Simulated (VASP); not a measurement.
## NbAs: relaxation of cell and atoms with BLYP+D3(BJ)

Crystal: NbAs.

```
CELL_PARAMETERS angstrom
-1.72585 1.72585 5.84000
1.72585 -1.72585 5.84000
1.72585 1.72585 -5.84000
ATOMIC_POSITIONS crystal
Nb 0.50000 0.00000 0.50000
Nb 0.75000 0.75000 0.00000
As 0.91600 0.41600 0.50000
As 0.16600 0.16600 0.00000
```

```
Program                : VASP 6.6.1
Task                   : relaxation of cell and atoms
Functional             : BLYP
Dispersion             : D3(BJ)
Potentials or basis    : VASP PAW PBE potentials, release 64 (Nb_sv, As)
Cutoff                 : 600 eV
k mesh                 : 11 × 11 × 11
Occupations            : fermi-dirac, width 0.05 eV
Spin                   : no spin polarisation
Dipole correction      : no
Further INCAR settings : ALGO = Normal; EDIFF = 1e-07; IBRION = 2; EDIFFG = -0.01; NSW = 60; ISIF = 3
```

```
Relaxed volume                        : 17.16 Å³/atom
Relaxed cell                          : a = 6.288 Å, b = 6.288 Å, c = 6.288 Å, α = 148.24°, β = 148.24°, γ = 45.53°
Space group after relaxing (to 0.1 Å) : I4_1md (No. 109)
Energy gained by relaxing             : 3.5 meV/atom
Ionic steps                           : 7
Pressure after relaxing               : 0.0 GPa
Band gap on the k mesh                : 0.06 eV
Dispersion energy per atom            : -1.502 eV
```

The path:
```
step  energy change (eV)  largest force (eV/Å)  pressure (GPa)  volume (Å³)
   1              0.0000                0.2964           -2.07        69.58
   2              0.0035                0.0537            3.68        67.34
   3             -0.0114                0.1394            0.51        68.52
   4             -0.0135                0.0254           -0.20        68.78
   5             -0.0136                0.0035           -0.11        68.74
   6             -0.0141                0.0015           -0.03        68.68
   7             -0.0142                0.0004            0.01        68.66
```

Final structure:
```
CELL_PARAMETERS angstrom
-1.72049 1.72049 5.79844
1.72049 -1.72049 5.79844
1.72049 1.72049 -5.79844
ATOMIC_POSITIONS crystal
Nb 0.49873 0.99873 0.50000
Nb 0.74873 0.74873 0.00000
As 0.91727 0.41727 0.50000
As 0.16727 0.16727 0.00000
```

Levels at points of the mesh, in eV from the valence-band top:
| k point | band 14 | band 15 | band 16 | band 17 | band 18 | band 19 | band 20 | band 21 | band 22 |
| --- | --- | --- | --- | --- | --- | --- | --- | --- | --- |
| (0.00, 0.00, 0.00) | -2.21 | -1.96 | -1.63 | -1.37 | -1.37 | 0.69 | 1.27 | 2.51 | 3.01 |

Wall time 45 min on 1 thread of AMD EPYC 9R45 96-Core Processor (Zen 5), on a shared host, peak memory 0.54 GiB.

Caveat: the dispersion term is far too large for a dense solid, which distorts pressure and volume; semilocal functionals underestimate gaps, and a narrow one can read as zero; the PAW data sets were made with another functional, which shifts forces and pressure a little. A k mesh can miss the band edges.
